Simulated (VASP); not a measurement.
# Mg16O17 (a cell with a defect) (O interstitial hop between voids) in VASP: notebook, part 2 of 2

VASP 6.6.1. The steps go on from the part before.

## 3. Single point, PBE

INCAR

```
SYSTEM = Mg16O17
  PREC = Accurate
  ENCUT = 520
  EDIFF = 1E-6
  ISMEAR = -1
  SIGMA = 0.01
  LREAL = Auto
  LASPH = .True.
  NELM = 120
  ALGO = Normal
  ISIF = 2
  LWAVE = .False.
  LCHARG = .False.
  GGA = PE
  NELECT = 136.0
  NBANDS = 89
  GGA_COMPAT = .False.
```

KPOINTS

```
Automatic mesh
0
Gamma
  1 1 1
  0 0 0
```

POSCAR

```
Mg16O17
1.0
   -4.2543812300      4.2543812300      4.2543812300
    4.2543812300     -4.2543812300      4.2543812300
    4.2543812300      4.2543812300     -4.2543812300
Mg O
16 17
Direct
    0.0053249812      0.0051907666      0.0055114948
   -0.0085776281      0.2459079108      0.7508921574
   -0.0085802137      0.4982341463      0.4985539342
    0.0053282719      0.7528546049      0.2578471323
    0.2460450635     -0.0087171314      0.7508928625
    0.2459864181      0.2458325767      0.4984829486
    0.2460460037      0.4982401401      0.2439337107
    0.2437518981      0.7505791859      0.0032276139
    0.4983778804     -0.0087212448      0.4985561672
    0.4983808186      0.2459126118      0.2439320653
    0.4983854021      0.4982457813      0.0032864944
    0.4983635423      0.7506178519      0.7508859285
    0.7529941081      0.0051939398      0.2578466622
    0.7507099922      0.2436093392      0.0032177417
    0.7507562974      0.4982342638      0.7508852233
    0.7507112850      0.7505744848      0.4962693482
    0.0043666750      0.0042242336      0.5132840434
    0.0043643244      0.2606263849      0.2568684941
   -0.0076122703      0.4982390823      0.0073024720
   -0.0076120353      0.7546528688      0.7508942728
    0.2607667108      0.0042222356      0.2568690818
    0.2419707930      0.2418330527     -0.0115022602
    0.1822031121      0.4982477793      0.7508940378
    0.2419685600      0.7358476664      0.4944853050
    0.4983747072     -0.0077456622      0.0072969483
    0.4983834042      0.1820718356      0.7508868687
    0.4983798784      0.4982411978      0.4347316096
    0.4983760000      0.7546446419      0.2449099983
    0.7547877885     -0.0077489530      0.7508920398
    0.7359809408      0.2418298795      0.4944791936
    0.7547809720      0.4982289751      0.2449047097
    0.8145274983      0.8143906981      0.0670539344
    0.4983566083      0.4982255669      0.7508841656
```

Potentials or basis: VASP PAW PBE potentials, release 64 (Mg, O).

Launch:

```sh
$ cat potpaw_PBE.64/Mg/POTCAR potpaw_PBE.64/O/POTCAR > POTCAR
$ mpirun -np 1 vasp_gam > vasp.out
```

OUTCAR:

```text
SYSTEM = Mg16O17
   PREC = Accurate
   ENCUT = 520
   EDIFF = 1E-6
   ISMEAR = -1
   LREAL = Auto
   LASPH = .True.
   NELM = 120
   ISIF = 2
   GGA = PE
   NELECT = 136.0

 ion  position               nearest neighbor table
   1  0.005  0.005  0.006-  32 1.92  22 2.09  29 2.10  20 2.10  18 2.16  21 2.16   6 2.97  14 2.97
                             8 2.97   7 2.97  10 2.97   2 2.98   5 2.98  13 3.04   4 3.04  15 3.05
   2  0.991  0.246  0.751-  23 1.92  29 2.09  22 2.10  17 2.10  19 2.16  30 2.16  15 2.97  14 2.97
                             7 2.97   9 2.97  13 2.97  16 2.98   1 2.98   3 3.04   8 3.04  11 3.05
   3  0.991  0.498  0.499-  23 1.92  31 2.09  24 2.10  18 2.10  30 2.16  20 2.16  15 2.97  10 2.97
                            13 2.97   5 2.97  16 2.97   4 2.98  14 2.98   2 3.04   8 3.04  12 3.05
   4  0.005  0.753  0.258-  32 1.92  24 2.09  19 2.10  31 2.10  17 2.16  21 2.16   6 2.97  16 2.97
                             8 2.97   5 2.97   9 2.97   3 2.98   7 2.98   1 3.04  13 3.04  11 3.05
   5  0.246  0.991  0.751-  26 1.92  20 2.09  17 2.10  22 2.10  25 2.16  24 2.16  12 2.97   8 2.97
                            10 2.97   4 2.97   3 2.97  16 2.98   1 2.98  14 3.04   9 3.04   6 3.05
   6  0.246  0.246  0.498-  33 1.86  21 2.12  17 2.12  18 2.12  27 2.45  26 2.45  23 2.45   1 2.97
                             4 2.97  13 2.97  15 3.04  12 3.04  11 3.04   9 3.05  10 3.05   7 3.05
   7  0.246  0.498  0.244-  27 1.92  19 2.09  18 2.10  24 2.10  28 2.16  22 2.16  11 2.97   9 2.97
[... 349 lines left out ...]
------------------------ aborting loop because EDIFF is reached ----------------------------------------

  FORCE on cell =-STRESS in cart. coord.  units (eV):
  Direction    XX          YY          ZZ          XY          YZ          ZX
  --------------------------------------------------------------------------------------
  -------------------------------------------------------------------------------------
  Total       36.2449526     36.2400564     36.2432385      0.0038403     -0.0009816     -0.0006038
  in kB      188.5336672    188.5081989    188.5247513      0.0199759     -0.0051057     -0.0031409
  external PRESSURE =     188.5222058 kB  Pullay stress =       0.0000000 kB

 VOLUME and BASIS-vectors are now :
 -----------------------------------------------------------------------------
  energy-cutoff  :      520.00
  volume of cell :      308.01
      direct lattice vectors                 reciprocal lattice vectors
    -4.254381230  4.254381230  4.254381230     0.000000000  0.117525904  0.117525904
     4.254381230 -4.254381230  4.254381230     0.117525904  0.000000000  0.117525904
     4.254381230  4.254381230 -4.254381230     0.117525904  0.117525904  0.000000000

 POSITION                                       TOTAL-FORCE (eV/Angst)
 -----------------------------------------------------------------------------------
      0.02288      0.02402      0.02129        -0.003207     -0.003116     -0.005374
      0.02288      6.36628      2.06949        -0.002330      0.002012      0.003384
      0.02284      4.21924      4.21652        -0.001563      0.003929      0.002364
      4.27724     -2.08328      2.12862        -0.002704     -0.005197     -0.001240
      6.36511      0.02406      2.06948         0.002215     -0.002113      0.004047
      2.12008      2.12139     -0.02835         0.005162      0.004667      0.006444
[... 25 lines left out ...]
      0.28469      0.28586      6.64477         0.008386      0.009369      0.008997
      3.19399      3.19511      1.04529        -0.000272      0.000591      0.001050
 -----------------------------------------------------------------------------------
    total drift:                                0.008634      0.008706     -0.009055

  FREE ENERGIE OF THE ION-ELECTRON SYSTEM (eV)
  ---------------------------------------------------
  free  energy   TOTEN  =      -180.1869119435 eV

  energy  without entropy=     -180.1869119435  energy(sigma->0) =     -180.18691194
```

OSZICAR:

```text
N       E                     dE             d eps       ncg     rms          rms(c)
DAV:   1     0.134592031758E+04    0.13459E+04   -0.78124E+04   186   0.151E+03
DAV:   2    -0.782308643097E+02   -0.14242E+04   -0.13672E+04   276   0.345E+02
DAV:   3    -0.210619633493E+03   -0.13239E+03   -0.13143E+03   204   0.111E+02
DAV:   4    -0.212845896949E+03   -0.22263E+01   -0.22208E+01   220   0.157E+01
DAV:   5    -0.212862516050E+03   -0.16619E-01   -0.16611E-01   212   0.142E+00    0.320E+01
DAV:   6    -0.180661883757E+03    0.32201E+02   -0.14154E+02   203   0.379E+01    0.951E+00
DAV:   7    -0.180432651518E+03    0.22923E+00   -0.38765E+00   220   0.771E+00    0.600E+00
DAV:   8    -0.180204378390E+03    0.22827E+00   -0.47621E-01   196   0.308E+00    0.154E+00
DAV:   9    -0.180184707369E+03    0.19671E-01   -0.64294E-02   228   0.148E+00    0.436E-01
DAV:  10    -0.180187867959E+03   -0.31606E-02   -0.59482E-02   204   0.849E-01    0.315E-01
DAV:  11    -0.180187394843E+03    0.47312E-03   -0.19210E-02   212   0.532E-01    0.137E-01
DAV:  12    -0.180186892220E+03    0.50262E-03   -0.31188E-03   228   0.232E-01    0.184E-02
DAV:  13    -0.180186919309E+03   -0.27088E-04   -0.35954E-04   212   0.628E-02    0.206E-02
DAV:  14    -0.180186912629E+03    0.66796E-05   -0.42855E-05   212   0.294E-02    0.637E-03
DAV:  15    -0.180186912556E+03    0.73016E-07   -0.11172E-05   196   0.113E-02    0.382E-03
DAV:  16    -0.180186911943E+03    0.61277E-06   -0.74533E-07   116   0.405E-03
   1 F= -.18018691E+03 E0= -.18018691E+03  d E =-.136499E-11
```

stdout:

```text
POSCAR found type information on POSCAR MgO
 POSCAR found :  2 types and      33 ions
 scaLAPACK will be used
 LDA part: xc-table for (Slater+PW92), standard interpolation
 POSCAR, INCAR and KPOINTS ok, starting setup
 FFT: planning ... GRIDC
 FFT: planning ... GRID_SOFT
 FFT: planning ... GRID
 WAVECAR not read
 entering main loop
 the old and the new charge density differ
 old charge density:   134.00000 new  136.00000
    0.320E+01
```

Wall time 52 s (1 thread of Intel Xeon 6975P-C (Granite Rapids), shared host); peak memory 0.39 GiB.

Results:

- Free energy: -180.1869 eV
- Largest force: 0.017 eV/Å

Forces on the atoms (eV/Å):
```
Mg  -0.003 -0.003 -0.005
Mg  -0.002  0.002  0.003
Mg  -0.002  0.004  0.002
Mg  -0.003 -0.005 -0.001
Mg   0.002 -0.002  0.004
Mg   0.005  0.005  0.006
Mg   0.003  0.006 -0.002
Mg  -0.005  0.002  0.002
Mg   0.004 -0.002  0.002
Mg   0.006  0.003 -0.002
Mg  -0.007 -0.007  0.006
Mg  -0.005  0.006 -0.004
Mg  -0.005 -0.003 -0.001
Mg   0.002 -0.004  0.002
Mg   0.005 -0.005 -0.004
Mg   0.003  0.003 -0.005
O   -0.002 -0.002 -0.014
O   -0.005 -0.015 -0.006
O   -0.002  0.015  0.004
O   -0.004  0.003  0.015
O   -0.014 -0.006 -0.007
O    0.005  0.005 -0.013
O    0.007 -0.006 -0.008
O    0.003 -0.015  0.002
O    0.015 -0.002  0.003
O   -0.006  0.007 -0.009
O   -0.010 -0.009  0.011
O    0.013  0.006 -0.005
O    0.003 -0.003  0.015
O   -0.014  0.003  0.002
O    0.005  0.012 -0.005
O    0.008  0.009  0.009
O    0.000  0.001  0.001
```

Caveat: the k points lie up to 1.04 Å⁻¹ apart; the cell carries a net charge on a neutralising background, which shifts energy and pressure; the cell is charged against a uniform background, so pressure and absolute levels hang on convention.
